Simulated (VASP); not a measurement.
Input of a VASP 6.6.1 run:

The input INCAR:

```
PREC = Accurate
ENCUT = 520
EDIFF = 1E-7
ISMEAR = 0
SIGMA = 0.01
LREAL = Auto
LASPH = True
NELM = 80
ALGO = Normal
ISIF = 2
LWAVE = False
LCHARG = False
GGA = PE
NBANDS = 94
```

Contents of KPOINTS:

```
regular mesh
0
Gamma
  4 4 3
```

Contents of POSCAR:

```
ScAl7N8
1.0
    6.4026809034      0.0000000000      0.0000000000
   -3.2013404517      5.5448843147      0.0000000000
    0.0000000000      0.0000000000     10.0998718071
Al Sc N
14 2 16
Direct
    0.3364981203      0.1635018797      0.2505704854
    0.3364981203      0.1635018797      0.7505704854
    0.1682529375      0.8341264687     -0.0007858122
    0.3364981203      0.6729962405      0.2505704854
    0.1682529375      0.8341264687      0.4992141878
    0.3364981203      0.6729962405      0.7505704854
    0.6658735313      0.3317470625     -0.0007858122
    0.8270037595      0.1635018797      0.2505704854
    0.6658735313      0.3317470625      0.4992141878
    0.8270037595      0.1635018797      0.7505704854
    0.6658735313      0.8341264687     -0.0007858122
    0.8333333333      0.6666666667      0.2488444448
    0.6658735313      0.8341264687      0.4992141878
    0.8333333333      0.6666666667      0.7488444448
    0.1666666667      0.3333333333     -0.0045743071
    0.1666666667      0.3333333333      0.4954256929
    0.1666666667      0.3333333333      0.2074215893
    0.3439254702      0.1560745298      0.4387276846
    0.1666666667      0.3333333333      0.7074215893
    0.3439254702      0.1560745298      0.9387276846
    0.1654064332      0.8327032166      0.1899900390
    0.3439254702      0.6878509404      0.4387276846
    0.1654064332      0.8327032166      0.6899900390
    0.3439254702      0.6878509404      0.9387276846
    0.6672967834      0.3345935668      0.1899900390
    0.8121490596      0.1560745298      0.4387276846
    0.6672967834      0.3345935668      0.6899900390
    0.8121490596      0.1560745298      0.9387276846
    0.6672967834      0.8327032166      0.1899900390
    0.8333333333      0.6666666667      0.4408010827
    0.6672967834      0.8327032166      0.6899900390
    0.8333333333      0.6666666667      0.9408010827
```

Potentials or basis: VASP PAW PBE potentials, release 64 (Al, Sc_sv, N).

Launch:

```bash
$ cat potpaw_PBE.64/Al/POTCAR potpaw_PBE.64/Sc_sv/POTCAR potpaw_PBE.64/N/POTCAR > POTCAR
$ mpirun -np 1 vasp_std > vasp.out
```

(1) Estimate the pressure.

(2) Estimate the largest force.

## Answers

(1) -2.0 GPa.

(2) 0.067 eV/Å.
